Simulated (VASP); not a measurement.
# YN (Fm-3m) in VASP: notebook

YN is run at these levels: PBE; tasks: electric field gradients.

Program: VASP 6.6.1. These are calculated values, not measurements. Logs are shortened: lines on timing, memory, paths and dates and some standing lists are left out, and cuts for length are marked.

**1. The cell of the first run**

It takes space group Fm-3m (No. 225, cubic). The conventional cell has a = 4.877 Å, b = 4.877 Å, c = 4.877 Å, α = 90.00°, β = 90.00°, γ = 90.00°. Y (site symmetry m-3m) has 6 N at 2.44 Å within 3.2 Å. N (site symmetry m-3m) has 6 Y at 2.44 Å within 3.2 Å.

**2. Electric field gradients, PBE, non-collinear spin, zero start, spin-orbit coupling**

Contents of INCAR:

```
SYSTEM = YN
ALGO     = Normal         ! electronic algorithm
EDIFF    = 1E-8           ! SCF threshold, eV
ENCUT    = 520            ! plane-wave cutoff, eV
GGA      = PE             ! functional
GGA_COMPAT= .FALSE.      
ISIF     = 2              ! what is computed and relaxed
ISMEAR   = -1             ! smearing method
LASPH    = .TRUE.         ! aspherical terms in the spheres
LCHARG   = .FALSE.        ! write CHGCAR
LEFG     = .TRUE.       
LMAXMIX  = 4              ! l up to which the mixer works
LORBIT   = 11             ! projections on sites
LORBMOM  = .TRUE.       
LREAL    = .FALSE.        ! projectors in reciprocal space
LSORBIT  = .TRUE.         ! spin-orbit coupling
LWAVE    = .FALSE.        ! write WAVECAR
MAGMOM   = 0 0 0 0 0 0    ! initial moments
NBANDS   = 28             ! bands
NELM     = 200            ! most SCF steps
PREC     = Accurate       ! precision mode
SIGMA    = 0.03           ! smearing width, eV
```

Contents of KPOINTS:

```
k-points
0
G
  9 9 9
  0 0 0
```

Contents of POSCAR:

```
YN
1.0
    0.0000000000      2.4385000000      2.4385000000
    2.4385000000      0.0000000000      2.4385000000
    2.4385000000      2.4385000000      0.0000000000
Y N
1 1
Direct
    0.0000000000      0.0000000000      0.0000000000
    0.5000000000      0.5000000000      0.5000000000
```

Potentials or basis: VASP PAW PBE potentials, release 64 (Y_sv, N).

On the command line:

```console
cat potpaw_PBE.64/Y_sv/POTCAR potpaw_PBE.64/N/POTCAR > POTCAR
mpirun -np 1 vasp_ncl > vasp.out
```

OUTCAR:

```text
SYSTEM = YN
   EDIFF = 1E-8
   ENCUT = 520
   GGA = PE
   ISIF = 2
   ISMEAR = -1
   LASPH = .TRUE.
   LORBIT = 11
   LREAL = .FALSE.
   LSORBIT = .TRUE.
   NELM = 200
   PREC = Accurate

 ion  position               nearest neighbor table
   1  0.000  0.000  0.000-   2 2.44   2 2.44   2 2.44   2 2.44   2 2.44   2 2.44
   2  0.500  0.500  0.500-   1 2.44   1 2.44   1 2.44   1 2.44   1 2.44   1 2.44

  LATTYP: Found a face centered cubic cell.
 ALAT       =     4.8770000000

  Lattice vectors:

 A1 = (   0.0000000000,   2.4385000000,   2.4385000000)
 A2 = (   2.4385000000,   0.0000000000,   2.4385000000)
 A3 = (   2.4385000000,   2.4385000000,   0.0000000000)

Analysis of symmetry for initial positions (statically):
=====================================================================
 Subroutine PRICEL returns:
 Original cell was already a primitive cell.

 Routine SETGRP: Setting up the symmetry group for a
 face centered cubic supercell.

 Subroutine GETGRP returns: Found 48 space group operations
 (whereof 48 operations were pure point group operations)
 out of a pool of 48 trial point group operations.

The static configuration has the point symmetry O_h .

Analysis of symmetry for dynamics (positions and initial velocities):
=====================================================================
 Subroutine PRICEL returns:
 Original cell was already a primitive cell.

 Routine SETGRP: Setting up the symmetry group for a
 face centered cubic supercell.

 Subroutine GETGRP returns: Found 48 space group operations
 (whereof 48 operations were pure point group operations)
 out of a pool of 48 trial point group operations.

The dynamic configuration has the point symmetry O_h .

Analysis of structural, dynamic, and magnetic symmetry:
=====================================================================
 Subroutine PRICEL returns:
 Original cell was already a primitive cell.

 Routine SETGRP: Setting up the symmetry group for a
 face centered cubic supercell.

 Subroutine GETGRP returns: Found 48 space group operations
 (whereof 48 operations were pure point group operations)
 out of a pool of 48 trial point group operations.

The overall configuration has the point symmetry O_h .

 Subroutine INISYM returns: Found 48 space group operations
 (whereof 48 operations are pure point group operations),
 and found     1 'primitive' translations

----------------------------------------------------------------------------------------

                                     Primitive cell

  volume of cell :      29.0000

  direct lattice vectors                    reciprocal lattice vectors
     0.000000000  2.438500000  2.438500000    -0.205044084  0.205044084  0.205044084
     2.438500000  0.000000000  2.438500000     0.205044084 -0.205044084  0.205044084
     2.438500000  2.438500000  0.000000000     0.205044084  0.205044084 -0.205044084

  length of vectors
     3.448559772  3.448559772  3.448559772     0.355146772  0.355146772  0.355146772

  position of ions in fractional coordinates (direct lattice)
     0.000000000  0.000000000  0.000000000
     0.500000000  0.500000000  0.500000000

  ion indices of the primitive-cell ions
   primitive index   ion index
                 1           1
                 2           2

----------------------------------------------------------------------------------------

 KPOINTS: k-points

Automatic generation of k-mesh.
 Grid dimensions read from file:
 generate k-points for:    9    9    9

 Generating k-lattice:

  Cartesian coordinates                     Fractional coordinates (reciprocal lattice)
[... 877 lines left out ...]
  volume of cell :       29.00
      direct lattice vectors                 reciprocal lattice vectors
     0.000000000  2.438500000  2.438500000    -0.205044084  0.205044084  0.205044084
     2.438500000  0.000000000  2.438500000     0.205044084 -0.205044084  0.205044084
     2.438500000  2.438500000  0.000000000     0.205044084  0.205044084 -0.205044084

 POSITION                                       TOTAL-FORCE (eV/Angst)
 -----------------------------------------------------------------------------------
      0.00000      0.00000      0.00000         0.000000      0.000000      0.000000
      2.43850      2.43850      2.43850        -0.000000     -0.000000     -0.000000
 -----------------------------------------------------------------------------------
    total drift:                                0.000000      0.000000      0.000000

  FREE ENERGIE OF THE ION-ELECTRON SYSTEM (eV)
  ---------------------------------------------------
  free  energy   TOTEN  =       -18.2708532866 eV

  energy  without entropy=      -18.2707798076  energy(sigma->0) =      -18.27081655

 Electric field gradients (V/A^2)
---------------------------------------------------------------------
 ion       V_xx      V_yy      V_zz      V_xy      V_xz      V_yz
---------------------------------------------------------------------
   1       0.000    -0.000     0.000     0.000     0.000     0.000
   2       0.000     0.000    -0.000    -0.001    -0.001    -0.001
---------------------------------------------------------------------

 Electric field gradients after diagonalization (V/A^2)
 (convention: |V_zz| > |V_xx| > |V_yy|)
----------------------------------------------------------------------
 ion       V_xx      V_yy      V_zz     asymmetry (V_yy - V_xx)/ V_zz
----------------------------------------------------------------------
   1      -0.000    -0.000     0.000       0.000
   2       0.001     0.001    -0.002       0.000
----------------------------------------------------------------------

           NMR quadrupolar parameters

 Cq : quadrupolar parameter    Cq=e*Q*V_zz/h
 eta: asymmetry parameters     (V_yy - V_xx)/ V_zz
 Q  : nuclear electric quadrupole moment in mb (millibarn)
----------------------------------------------------------------------
 ion       Cq(MHz)       eta       Q (mb)
----------------------------------------------------------------------
   1       0.000       0.000       1.000
   2      -0.000       0.000       1.000
----------------------------------------------------------------------

 orbital moment (x)

 # of ion     p       d       f       tot
 ------------------------------------------------
  1         0.000  -0.000   0.000  -0.000
  2         0.000   0.000   0.000   0.000
 ------------------------------------------------
            0.000  -0.000   0.000  -0.000

 orbital moment (y)

 # of ion     p       d       f       tot
 ------------------------------------------------
  1         0.000   0.000  -0.000   0.000
  2         0.000   0.000   0.000   0.000
 ------------------------------------------------
            0.000   0.000  -0.000   0.000

 orbital moment (z)

 # of ion     p       d       f       tot
 ------------------------------------------------
  1         0.000   0.000  -0.000  -0.000
  2        -0.000   0.000   0.000  -0.000
 ------------------------------------------------
           -0.000   0.000  -0.000  -0.000

 Spin-Orbit-Coupling matrix elements

 Ion:    1  E_soc:     -0.0939351
 l=   1
     0.0000000    -0.0155285    -0.0155285
    -0.0155285     0.0000000    -0.0155285
    -0.0155285    -0.0155285     0.0000000
 l=   2
     0.0000000    -0.0000195     0.0000000    -0.0000195    -0.0001079
    -0.0000195     0.0000000    -0.0000809    -0.0000195    -0.0000270
     0.0000000    -0.0000809     0.0000000    -0.0000809     0.0000000
    -0.0000195    -0.0000195    -0.0000809     0.0000000    -0.0000270
    -0.0001079    -0.0000270     0.0000000    -0.0000270     0.0000000
 l=   3
     0.0000000     0.0000000     0.0000000     0.0000000     0.0000000     0.0000000     0.0000000
     0.0000000     0.0000000     0.0000000     0.0000000     0.0000000     0.0000000     0.0000000
     0.0000000     0.0000000     0.0000000     0.0000000     0.0000000     0.0000000     0.0000000
     0.0000000     0.0000000     0.0000000     0.0000000     0.0000000     0.0000000     0.0000000
     0.0000000     0.0000000     0.0000000     0.0000000     0.0000000     0.0000000     0.0000000
     0.0000000     0.0000000     0.0000000     0.0000000     0.0000000     0.0000000     0.0000000
     0.0000000     0.0000000     0.0000000     0.0000000     0.0000000     0.0000000     0.0000000

 Ion:    2  E_soc:     -0.0001565
 l=   1
     0.0000000    -0.0000261    -0.0000261
    -0.0000261     0.0000000    -0.0000261
    -0.0000261    -0.0000261     0.0000000
 l=   2
     0.0000000     0.0000000     0.0000000     0.0000000     0.0000000
     0.0000000     0.0000000     0.0000000     0.0000000     0.0000000
     0.0000000     0.0000000     0.0000000     0.0000000     0.0000000
     0.0000000     0.0000000     0.0000000     0.0000000     0.0000000
     0.0000000     0.0000000     0.0000000     0.0000000     0.0000000
 l=   3
     0.0000000     0.0000000     0.0000000     0.0000000     0.0000000     0.0000000     0.0000000
     0.0000000     0.0000000     0.0000000     0.0000000     0.0000000     0.0000000     0.0000000
     0.0000000     0.0000000     0.0000000     0.0000000     0.0000000     0.0000000     0.0000000
     0.0000000     0.0000000     0.0000000     0.0000000     0.0000000     0.0000000     0.0000000
     0.0000000     0.0000000     0.0000000     0.0000000     0.0000000     0.0000000     0.0000000
     0.0000000     0.0000000     0.0000000     0.0000000     0.0000000     0.0000000     0.0000000
     0.0000000     0.0000000     0.0000000     0.0000000     0.0000000     0.0000000     0.0000000

 total charge

# of ion       s       p       d       f       tot
--------------------------------------------------
    1        2.195   6.555   1.073   0.096   9.919
    2        1.245   2.418   0.000   0.000   3.662
--------------------------------------------------
tot          3.440   8.972   1.073   0.096  13.581

 magnetization (x)

# of ion       s       p       d       f       tot
--------------------------------------------------
    1        0.000   0.000  -0.000   0.000   0.000
    2        0.000   0.000   0.000   0.000   0.000
--------------------------------------------------
tot          0.000   0.000  -0.000   0.000   0.000

 magnetization (y)

# of ion       s       p       d       f       tot
--------------------------------------------------
    1        0.000   0.000  -0.000   0.000   0.000
    2        0.000  -0.000   0.000   0.000  -0.000
--------------------------------------------------
tot          0.000  -0.000  -0.000   0.000   0.000

 magnetization (z)

# of ion       s       p       d       f       tot
--------------------------------------------------
    1       -0.000   0.000   0.000   0.000  -0.000
    2        0.000  -0.000   0.000   0.000  -0.000
--------------------------------------------------
tot         -0.000  -0.000   0.000   0.000  -0.000
```

It took 1.7 min on 1 thread of Intel Xeon Platinum 8259CL at 2.50GHz (Skylake/Cascade Lake), shared host; peak memory 0.28 GiB.

Results:

- Free energy: -18.2709 eV
- Pressure: 2.8 GPa
- Net moment: 0.00 μB per cell
- Valence electrons inside the program's atomic spheres: Y 9.92; N 3.66

Moments on the atoms (μB; x, y, z):
```
Y   0.00 0.00 0.00
N   0.00 0.00 0.00
```

Caveat: without QUAD_EFG the Cq values of the log hold for a quadrupole moment of 1 mb, not for the nuclei.

(Part 1 of 2 ends here.)
